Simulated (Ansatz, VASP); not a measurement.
# LiCl: VASP beside Ansatz

```
CELL_PARAMETERS angstrom
0.00000 2.50064 2.50064
2.50064 0.00000 2.50064
2.50064 2.50064 0.00000
ATOMIC_POSITIONS crystal
Li 0.00000 0.00000 0.00000
Cl 0.50000 0.50000 0.50000
```

Change from the starting cell: strain -0.025 along x and y, -0.025 along z, atoms carried along.

Alike in both runs: task single point; functional PBE; k mesh 8 × 8 × 8; occupations gaussian, width 0.05 eV; no spin polarisation.

```csv
,VASP,Ansatz
version,VASP 6.6.1,Ansatz 0.2.0
potentials or method,"VASP PAW PBE potentials, release 64 (Li_sv, Cl), cutoff 520 eV","scalar-relativistic, plane waves, PAW"
valence electrons in the cell,10,10
```

VASP gave:

```
gap on the k mesh at the Fermi level (eV) : 6.80
least direct gap on the mesh (eV)         : 6.80
```

Problem. Which values does Ansatz return?

Solution. gap on the k mesh at the Fermi level (eV): 6.79; least direct gap on the mesh (eV): 6.79.

With one functional, cell and mesh, what is left measures potentials, basis and numerics.

Noted on VASP's run: the cutoff is under 1.25 times that of the potentials, so the pressure is a little rough.
